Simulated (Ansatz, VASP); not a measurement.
One calculation of SnF, two programs

```
Sn F
1.0
     3.13375    0.00000    0.00000
     0.00000    3.13375    0.00000
     0.00000    0.00000    4.44648
Sn F
1 1
Direct
  0.00000 0.00000 0.00000
  0.00000 0.00000 0.50000
```

Alike in both runs: functional PBE; k mesh 6 × 6 × 4; occupations gaussian, width 0.1 eV; no spin polarisation.

Ansatz relaxed the structure, and its values are those at the end. VASP's run is a single point on that final structure, the one shown.

|  | VASP | Ansatz |
| --- | --- | --- |
| version | VASP 6.6.1 | Ansatz 0.2.0 |
| potentials or method | VASP PAW PBE potentials, release 64 (Sn_d, F), cutoff 600 eV | scalar-relativistic, plane waves, PAW |
| valence electrons in the cell | 21 | 21 |

```csv
,VASP,Ansatz,Ansatz less VASP
gap on the k mesh at the Fermi level (eV),none,none,-
pressure (GPa),0.0,0.1,+0.03
```

A gap of «none» marks a metal or a gap that the smearing closes.
